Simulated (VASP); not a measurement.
# CuI (F-43m) in VASP: further runs

The runs below take CuI through single point, elastic constants, with PBEsol+U, PBEsol, LDA.

Everything below comes from runs of VASP 6.6.1. Logs are shortened: lines on timing, memory, paths and dates and some standing lists are left out, and cuts for length are marked.

**1. The cell of the first run**

The structure is cubic, space group F-43m (No. 216). The conventional cell has a = 6.063 Å, b = 6.063 Å, c = 6.063 Å, α = 90.00°, β = 90.00°, γ = 90.00°. I (site symmetry -43m) has 4 Cu at 2.63 Å within 3.5 Å. Within 3.5 Å of Cu (site symmetry -43m) lie 4 I at 2.63 Å.

**2. Single point, PBEsol+U**

File POSCAR:

```
CuI
1.0
    0.0000000000      3.0315000000      3.0315000000
    3.0315000000      0.0000000000      3.0315000000
    3.0315000000      3.0315000000      0.0000000000
I Cu
1 1
Direct
    0.0000000000      0.0000000000      0.0000000000
    0.7500000000      0.7500000000      0.7500000000
```

File INCAR.step1:

```
SYSTEM = CuI
ALGO     = Normal         ! electronic algorithm
EDIFF    = 1E-6           ! SCF threshold, eV
ENCUT    = 520            ! plane-wave cutoff, eV
GGA      = PS             ! functional
ISIF     = 2              ! what is computed and relaxed
ISMEAR   = -1             ! smearing method
LASPH    = .TRUE.         ! aspherical terms in the spheres
LCHARG   = .TRUE.         ! write CHGCAR
LDAU     = .TRUE.         ! DFT+U
LDAUJ    = 0 0          
LDAUL    = -1 2           ! shell
LDAUPRINT= 1            
LDAUTYPE = 2            
LDAUU    = 0 8            ! U, eV
LMAXMIX  = 4              ! l up to which the mixer works
LREAL    = .FALSE.        ! projectors in reciprocal space
LWAVE    = .FALSE.        ! write WAVECAR
NBANDS   = 16             ! bands
NELM     = 150            ! most SCF steps
PREC     = Accurate       ! precision mode
SIGMA    = 0.05           ! smearing width, eV
```

File KPOINTS.step1:

```
k-points
0
G
  8 8 8
  0 0 0
```

File INCAR.step2:

```
SYSTEM = CuI
ALGO     = Normal         ! electronic algorithm
EDIFF    = 1E-6           ! SCF threshold, eV
ENCUT    = 520            ! plane-wave cutoff, eV
GGA      = PS             ! functional
ICHARG   = 11             ! starting density
ISIF     = 2              ! what is computed and relaxed
ISMEAR   = -5             ! smearing method
LASPH    = .TRUE.         ! aspherical terms in the spheres
LCHARG   = .FALSE.        ! write CHGCAR
LDAU     = .TRUE.         ! DFT+U
LDAUJ    = 0 0          
LDAUL    = -1 2           ! shell
LDAUPRINT= 1            
LDAUTYPE = 2            
LDAUU    = 0 8            ! U, eV
LMAXMIX  = 4              ! l up to which the mixer works
LORBIT   = 11             ! projections on sites
LREAL    = .FALSE.        ! projectors in reciprocal space
LWAVE    = .FALSE.        ! write WAVECAR
NEDOS    = 1001           ! points of the DOS
NELM     = 150            ! most SCF steps
PREC     = Accurate       ! precision mode
SIGMA    = 0.05           ! smearing width, eV
```

File KPOINTS.step2:

```
k-points
0
G
  12 12 12
  0 0 0
```

Potentials or basis: VASP PAW PBE potentials, release 64 (I, Cu).

On the command line:

```console
> cat potpaw_PBE.64/I/POTCAR potpaw_PBE.64/Cu/POTCAR > POTCAR
> cp INCAR.step1 INCAR
> cp KPOINTS.step1 KPOINTS
> mpirun -np 1 vasp_std > vasp.out
> cp INCAR.step2 INCAR
> cp KPOINTS.step2 KPOINTS
> mpirun -np 1 vasp_std > vasp.out
```

OUTCAR:

```text
SYSTEM = CuI
   EDIFF = 1E-6
   ENCUT = 520
   GGA = PS
   ICHARG = 11
   ISIF = 2
   ISMEAR = -5
   LASPH = .TRUE.
   LORBIT = 11
   LREAL = .FALSE.
   NELM = 150
   PREC = Accurate

 ion  position               nearest neighbor table
   1  0.000  0.000  0.000-   2 2.63   2 2.63   2 2.63   2 2.63
   2  0.750  0.750  0.750-   1 2.63   1 2.63   1 2.63   1 2.63

  LATTYP: Found a face centered cubic cell.
 ALAT       =     6.0630000000

  Lattice vectors:

 A1 = (   0.0000000000,   3.0315000000,   3.0315000000)
 A2 = (   3.0315000000,   0.0000000000,   3.0315000000)
 A3 = (   3.0315000000,   3.0315000000,   0.0000000000)

Analysis of symmetry for initial positions (statically):
=====================================================================
 Subroutine PRICEL returns:
 Original cell was already a primitive cell.

 Routine SETGRP: Setting up the symmetry group for a
 face centered cubic supercell.

 Subroutine GETGRP returns: Found 24 space group operations
 (whereof 24 operations were pure point group operations)
 out of a pool of 48 trial point group operations.

The static configuration has the point symmetry T_d .

Analysis of symmetry for dynamics (positions and initial velocities):
=====================================================================
 Subroutine PRICEL returns:
 Original cell was already a primitive cell.

 Routine SETGRP: Setting up the symmetry group for a
 face centered cubic supercell.

 Subroutine GETGRP returns: Found 24 space group operations
 (whereof 24 operations were pure point group operations)
 out of a pool of 48 trial point group operations.

The dynamic configuration has the point symmetry T_d .

 Subroutine INISYM returns: Found 24 space group operations
 (whereof 24 operations are pure point group operations),
 and found     1 'primitive' translations

----------------------------------------------------------------------------------------

                                     Primitive cell

  volume of cell :      55.7189

  direct lattice vectors                    reciprocal lattice vectors
     0.000000000  3.031500000  3.031500000    -0.164934851  0.164934851  0.164934851
     3.031500000  0.000000000  3.031500000     0.164934851 -0.164934851  0.164934851
     3.031500000  3.031500000  0.000000000     0.164934851  0.164934851 -0.164934851

  length of vectors
     4.287188414  4.287188414  4.287188414     0.285675541  0.285675541  0.285675541

  position of ions in fractional coordinates (direct lattice)
     0.000000000  0.000000000  0.000000000
     0.750000000  0.750000000  0.750000000

  ion indices of the primitive-cell ions
   primitive index   ion index
                 1           1
                 2           2

----------------------------------------------------------------------------------------

 KPOINTS: k-points

Automatic generation of k-mesh.
 Grid dimensions read from file:
 generate k-points for:   12   12   12

 Generating k-lattice:

  Cartesian coordinates                     Fractional coordinates (reciprocal lattice)
    -0.013744571  0.013744571  0.013744571     0.083333333  0.000000000  0.000000000
     0.013744571 -0.013744571  0.013744571     0.000000000  0.083333333  0.000000000
     0.013744571  0.013744571 -0.013744571     0.000000000  0.000000000  0.083333333

  Length of vectors
     0.023806295  0.023806295  0.023806295

  Shift w.r.t. Gamma in fractional coordinates (k-lattice)
     0.000000000  0.000000000  0.000000000

 TETIRR: Found    247 inequivalent tetrahedra from    10368

 Subroutine IBZKPT returns following result:
 ===========================================

 Found     72 irreducible k-points:

 Following reciprocal coordinates:
            Coordinates               Weight
  0.000000  0.000000  0.000000      1.000000
  0.083333  0.000000  0.000000      8.000000
  0.166667  0.000000  0.000000      8.000000
  0.250000  0.000000  0.000000      8.000000
  0.333333  0.000000  0.000000      8.000000
  0.416667  0.000000  0.000000      8.000000
[... 16 lines left out ...]
  0.500000  0.166667  0.000000     24.000000
 -0.416667  0.166667  0.000000     24.000000
 [... further k-points ...]
   k-points           NKPTS =     72   k-points in BZ     NKDIM =     72   number of bands    NBANDS=     13
   number of dos      NEDOS =   1001   number of ions     NIONS =      2
[... 18 lines left out ...]
   EDIFFG = 0.1E-04   stopping-criterion for IOM
   NSW    =      0    number of steps for IOM
   IBRION =     -1    ionic relax: 0-MD 1-quasi-New 2-CG
   NFREE  =      0    steps in history (QN), initial steepest desc. (CG)
   ISIF   =      2    stress and relaxation
   ISYM   =      2    0-nonsym 1-usesym 2-fastsym
   POTIM  = 0.5000    time-step for ionic-motion
   TEBEG  =    0.0;   TEEND  =   0.0 temperature during run
   PSTRESS=    0.0 pullay stress
   NELECT =      18.0000    total number of electrons
   NUPDOWN=      -1.0000    fix difference up-down
   EMIN   =  10.00;   EMAX   =-10.00  energy-range for DOS
   EFERMI =   0.00;   METHOD = LEGACY
   ISMEAR =    -5;   SIGMA  =   0.05  broadening in eV -4-tet -1-fermi 0-gaus
   EFERMI_NEDOS =   21; number of points for ismear=-14 and -15
   IALGO  =     38    algorithm
   IMIX   =      4    mixing-type and parameters
     AMIX     =   0.40;   BMIX     =  1.00
     AMIX_MAG =   1.60;   BMIX_MAG =  1.00
  volume/ion in A,a.u.               =      27.86       188.00
  Fermi-wavevector in a.u.,A,eV,Ry     =   1.123306  2.122741 17.168055  1.261816
  Thomas-Fermi vector in A             =   2.259971
   LORBIT       =     11    0 simple, 1 ext, 2 COOP (PROOUT), +10 PAW based schemes
 LDA+U is selected, type is set to LDAUTYPE =  2
   angular momentum for each species LDAUL =    -1    2
   U (eV)           for each species LDAUU =   0.0  8.0
   J (eV)           for each species LDAUJ =   0.0  0.0
   GGA     = PS    functional components
   LHFCALC =     F    Hartree Fock is set to
   AEXX    =    0.0000 exact exchange contribution
   IVDW    =     0    specifies the selected vdW correction
   LEPSILON=     F    determine dielectric tensor
   LRPA    =     F    only Hartree local field effects (RPA)
 non-spin polarized calculation
 Fermi weights with tetrahedron method with Bloechl corrections
  energy-cutoff  :      520.00
  volume of cell :       55.72
 maximum number of plane-waves:      1524

atom =   2  type =  2  l = 2

 onsite density matrix

spin component  1

  0.9618  0.0000  0.0000 -0.0000  0.0000
  0.0000  0.9618  0.0000  0.0000  0.0000
  0.0000  0.0000  0.9547  0.0000  0.0000
 -0.0000  0.0000  0.0000  0.9618  0.0000
  0.0000  0.0000  0.0000  0.0000  0.9547

spin component  2

  0.9618  0.0000  0.0000 -0.0000  0.0000
  0.0000  0.9618  0.0000  0.0000  0.0000
  0.0000  0.0000  0.9547  0.0000  0.0000
 -0.0000  0.0000  0.0000  0.9618  0.0000
  0.0000  0.0000  0.0000  0.0000  0.9547

 occupancies and eigenvectors

  o =  0.9547  v =  0.0000  0.0000 -0.0000  0.0000 -1.0000  0.0000  0.0000  0.0000  0.0000  0.0000      0.0000  0.0000  0.0000  0.0000  0.0000  0.0000  0.0000  0.0000  0.0000  0.0000
  o =  0.9547  v =  0.0000  0.0000  0.0000  0.0000  0.0000  0.0000  0.0000 -0.0000  0.0000 -1.0000      0.0000  0.0000  0.0000  0.0000  0.0000  0.0000  0.0000  0.0000  0.0000  0.0000
  o =  0.9547  v =  0.0000  0.0000  0.0000  0.0000  0.0000  0.0000  0.0000 -1.0000 -0.0000  0.0000      0.0000  0.0000  0.0000  0.0000  0.0000  0.0000  0.0000  0.0000  0.0000  0.0000
  o =  0.9547  v =  0.0000  0.0000 -1.0000 -0.0000  0.0000  0.0000  0.0000  0.0000  0.0000  0.0000      0.0000  0.0000  0.0000  0.0000  0.0000  0.0000  0.0000  0.0000  0.0000  0.0000
  o =  0.9618  v =  0.0000  0.1234  0.0000 -0.9924 -0.0000  0.0000  0.0000  0.0000  0.0000  0.0000      0.0000  0.0000  0.0000  0.0000  0.0000  0.0000  0.0000  0.0000  0.0000  0.0000
  o =  0.9618  v =  0.0000  0.0000  0.0000  0.0000  0.0000  0.0000  0.1234  0.0000 -0.9924 -0.0000      0.0000  0.0000  0.0000  0.0000  0.0000  0.0000  0.0000  0.0000  0.0000  0.0000
  o =  0.9618  v =  0.0000 -0.9924 -0.0000 -0.1234 -0.0000  0.0000  0.0000  0.0000  0.0000  0.0000      0.0000  0.0000  0.0000  0.0000  0.0000  0.0000  0.0000  0.0000  0.0000  0.0000
  o =  0.9618  v =  0.0000  0.0000  0.0000  0.0000  0.0000  0.0000 -0.9924 -0.0000 -0.1234 -0.0000      0.0000  0.0000  0.0000  0.0000  0.0000  0.0000  0.0000  0.0000  0.0000  0.0000
  o =  0.9618  v =  1.0000  0.0000  0.0000  0.0000  0.0000  0.0000  0.0000  0.0000  0.0000  0.0000      0.0000  0.0000  0.0000  0.0000  0.0000  0.0000  0.0000  0.0000  0.0000  0.0000
  o =  0.9618  v =  0.0000  0.0000  0.0000  0.0000  0.0000  1.0000  0.0000  0.0000  0.0000  0.0000      0.0000  0.0000  0.0000  0.0000  0.0000  0.0000  0.0000  0.0000  0.0000  0.0000

 number of electron      18.0000015 magnetization

 Free energy of the ion-electron system (eV)
  ---------------------------------------------------
  ext. energy  EPLUGINS =         0.00000000
  ---------------------------------------------------
  free energy    TOTEN  =        -4.29177572 eV

  energy without entropy =       -4.29177572  energy(sigma->0) =       -4.29177572

 E-fermi :   3.3336     XC(G=0):  -9.0540

 val. band max:        3.3274751370   @ k =   0.0000   0.0000   0.0000
 cond. band min:       5.4947947153   @ k =   0.0000   0.0000   0.0000
 fundamental gap:      2.1673195783
 Fermi energy:         3.3335582524

 k-point     1 :       0.0000    0.0000    0.0000
  band No.  band energies     occupation
      1      -9.7161      2.00000
      2      -0.6913      2.00000
      3      -0.6913      2.00000
      4      -0.6913      2.00000
      5       0.2696      2.00000
      6       0.2696      2.00000
      7       3.3275      2.00000
      8       3.3275      2.00000
      9       3.3275      2.00000
     10       5.4948      0.00000
     11       9.2804      0.00000
     12       9.2804      0.00000
     13       9.2804      0.00000
[... 354 lines left out ...]
  band No.  band energies     occupation
      1      -9.1476      2.00000
      2      -1.0818      2.00000
      3      -0.6179      2.00000
      4      -0.5069      2.00000
      5       0.2384      2.00000
      6       0.2663      2.00000
      7       0.3945      2.00000
      8       1.8121      2.00000
      9       2.3841      2.00000
     10       7.3856      0.00000
     11       9.0750      0.00000
     12      10.2843      0.00000
     13      11.4194      0.00000

 [... further k-points ...]

------------------------ aborting loop because EDIFF is reached ----------------------------------------

  FORCE on cell =-STRESS in cart. coord.  units (eV):
  Direction    XX          YY          ZZ          XY          YZ          ZX
  --------------------------------------------------------------------------------------
  -------------------------------------------------------------------------------------
  Total       -0.5775886     -0.5775886     -0.5775886      0.0000000      0.0000000      0.0000000
  in kB      -16.6083501    -16.6083501    -16.6083501      0.0000000      0.0000000      0.0000000
  external PRESSURE =     -16.6083501 kB  Pullay stress =       0.0000000 kB

 VOLUME and BASIS-vectors are now :
 -----------------------------------------------------------------------------
  energy-cutoff  :      520.00
  volume of cell :       55.72
      direct lattice vectors                 reciprocal lattice vectors
     0.000000000  3.031500000  3.031500000    -0.164934851  0.164934851  0.164934851
     3.031500000  0.000000000  3.031500000     0.164934851 -0.164934851  0.164934851
     3.031500000  3.031500000  0.000000000     0.164934851  0.164934851 -0.164934851

 POSITION                                       TOTAL-FORCE (eV/Angst)
 -----------------------------------------------------------------------------------
      0.00000      0.00000      0.00000        -0.000000     -0.000000     -0.000000
      4.54725      4.54725      4.54725         0.000000      0.000000      0.000000
 -----------------------------------------------------------------------------------
    total drift:                               -0.000000     -0.000000     -0.000000

  FREE ENERGIE OF THE ION-ELECTRON SYSTEM (eV)
  ---------------------------------------------------
  free  energy   TOTEN  =        -4.2917757242 eV

  energy  without entropy=       -4.2917757242  energy(sigma->0) =       -4.29177572

 total charge

# of ion       s       p       d       tot
------------------------------------------
    1        1.491   2.773   0.037   4.301
    2        0.302   0.242   9.565  10.108
--------------------------------------------------
tot          1.793   3.015   9.601  14.409
```

Run time: 50 s. Hardware: 1 thread of Intel Xeon 8259CL, shared host; peak memory 0.21 GiB.

What came out:

```
Valence electrons inside the program's atomic spheres : I 4.30; Cu 10.11
```

Eigenvalues of the final occupation matrices:
```
    site  spin  trace               eigenvalues
site 2 d     1   4.79  0.95 0.95 0.96 0.96 0.96
site 2 d     2   4.79  0.95 0.95 0.96 0.96 0.96
```

Caveat: the PAW data sets were made with another functional, which shifts forces and pressure a little; spin-orbit coupling is left out, which moves the levels of the heavy elements.

[end of part 1 of 2]
